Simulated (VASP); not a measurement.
# SnO2: single point with PBEsol

The system is SnO2.

```
Sn O
1.0
     1.61709    0.93363    4.80059
    -1.61709    0.93363    4.80059
     0.00000   -1.86726    4.80059
Sn O
1 2
Direct
  0.50000 0.50000 0.50000
  0.23717 0.23717 0.23717
  0.76283 0.76283 0.76283
```

```json
{
 "Program": "VASP 6.6.1",
 "Task": "single point",
 "Functional": "PBEsol",
 "Potentials or basis": "VASP PAW PBE potentials, release 64 (Sn_d, O)",
 "Cutoff": "520 eV",
 "k mesh": "8 × 8 × 8",
 "Occupations": "gaussian, width 0.01 eV",
 "Spin": "no spin polarisation"
}
```

```
Pressure               : -4.6 GPa
Largest force          : 0.347 eV/Å
Band gap on the k mesh : 1.85 eV (least direct gap 1.97 eV)
```

Forces on the atoms (eV/Å):
```
Sn   0.000  0.000  0.000
O    0.000  0.000 -0.347
O    0.000  0.000  0.347
```

Stress tensor (GPa, compression positive):
```
-5.11  0.00  0.00
 0.00 -5.11  0.00
 0.00  0.00 -3.60
```

Levels at points of the mesh, in eV from the valence-band top:
```csv
k point,band 10,band 11,band 12,band 13,band 14,band 15,band 16,band 17
"(0.00, 0.00, 0.00)",-1.28,-0.90,-0.90,-0.12,1.85,5.57,10.88,10.88
"(0.50, 0.00, 0.00)",-2.97,-1.48,-0.60,-0.56,5.23,7.58,9.93,12.14
"(0.50, 0.50, 0.00)",-3.06,-1.15,-0.46,-0.02,4.96,6.77,10.59,11.15
"(0.50, 0.50, 0.50)",-1.34,-1.27,-0.85,-0.85,3.12,5.52,11.05,11.05
```

It took 2.7 min on 1 thread of Intel Xeon 8259CL (shared host), peak memory 0.26 GiB.

Caveat: the cell stands under tension; the PAW data sets were made with another functional, which shifts forces and pressure a little; spin-orbit coupling is left out, which moves the levels of the heavy elements. A k mesh can miss the band edges.
